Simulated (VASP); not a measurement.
Crystal: Mg4I3.

```
CELL_PARAMETERS angstrom
5.49026 0.00000 0.00000
0.00000 5.49026 0.00000
0.00000 0.00000 5.49026
ATOMIC_POSITIONS crystal
Mg 0.50000 0.50000 0.50000
Mg 0.50000 0.00000 0.00000
Mg 0.00000 0.50000 0.00000
Mg 0.00000 0.00000 0.50000
I 0.50000 0.50000 0.00000
I 0.00000 0.50000 0.50000
I 0.50000 0.00000 0.50000
```

| Property | Result |
| --- | --- |
| Program | VASP 6.6.1 |
| Task | relaxation of cell and atoms |
| Functional | PBE |
| Potentials or basis | VASP PAW PBE potentials, release 64 (Mg, I) |
| Cutoff | 600 eV |
| k mesh | 4 × 4 × 4 |
| Occupations | gaussian, width 0.1 eV |
| Spin | no spin polarisation |

At the start: pressure 18.8 GPa; volume 23.64 Å³/atom.

Problem. Where does the relaxation end?

Solution. Over 5 steps the energy falls by 508.8 meV/atom and the volume is 36.81 Å³/atom (+55.7 %); space group Pm-3m (No. 221, to 0.05 Å).

Step by step:
```
step  energy change (eV)  largest force (eV/Å)  pressure (GPa)  volume (Å³)
   1              0.0000                0.0000           18.79       165.49
   2             -3.5075                0.0000            1.18       241.20
   3             -3.5515                0.0000            0.47       249.88
   4             -3.5420                0.0000           -0.57       267.87
   5             -3.5618                0.0000           -0.03       257.64
```

Final structure:
```yaml
crystal:
  lattice:
    - [6.36315, 0.00000, 0.00000]
    - [0.00000, 6.36315, 0.00000]
    - [0.00000, 0.00000, 6.36315]
  atoms:
    - { symbol: Mg, position: [0.50000, 0.50000, 0.50000] }
    - { symbol: Mg, position: [0.50000, 0.00000, 0.00000] }
    - { symbol: Mg, position: [0.00000, 0.50000, 0.00000] }
    - { symbol: Mg, position: [0.00000, 0.00000, 0.50000] }
    - { symbol: I, position: [0.50000, 0.50000, 0.00000] }
    - { symbol: I, position: [0.00000, 0.50000, 0.50000] }
    - { symbol: I, position: [0.50000, 0.00000, 0.50000] }
```

Caveat: the volume moved by over 15 % at a fixed basis, so the end points are rough; an odd number of electrons without spin polarisation forces a metal; a magnetic or distorted state may lie lower.
